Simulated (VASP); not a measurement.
Here is a VASP 6.6.1 calculation.

Contents of INCAR:

```
ALGO = Normal ; EDIFF = 1E-6
ENCUT = 520 ; GGA = PE
ISIF = 2 ; ISMEAR = -1
LASPH = True ; LCHARG = True
LELF = True ; LREAL = False
LVHAR = True ; LWAVE = False
NBANDS = 46 ; NELM = 60
PREC = Accurate ; SIGMA = 0.02
```

KPOINTS

```
k-points
0
Gamma
  6 6 6
```

File POSCAR:

```
Ga4Sb3As
1.0
   -3.0497620556      3.0497620556      6.0913241728
    3.0497620556     -3.0497620556      6.0913241728
    3.0497620556      3.0497620556     -6.0913241728
As Ga Sb
1 4 3
Direct
    0.0000000000      0.0000000000      0.0000000000
    0.6418254307      0.6418254307      0.5249997346
    0.8831743039      0.3581745693      0.0000000000
    0.1168256961      0.1168256961      0.4750002654
    0.3581745693      0.8831743039      0.0000000000
    0.2500000000      0.7500000000      0.5000000000
    0.5000000000      0.5000000000      0.0000000000
    0.7500000000      0.2500000000      0.5000000000
```

Potentials or basis: VASP PAW PBE potentials, release 64 (As, Ga_d, Sb).

Launch:

```console
$ cat potpaw_PBE.64/As/POTCAR potpaw_PBE.64/Ga_d/POTCAR potpaw_PBE.64/Sb/POTCAR > POTCAR
$ mpirun -np 1 vasp_std > vasp.out
```

(1) Estimate the pressure.

(2) Estimate the largest force.

## Answers

(1) 0.1 GPa.

(2) 0.004 eV/Å.
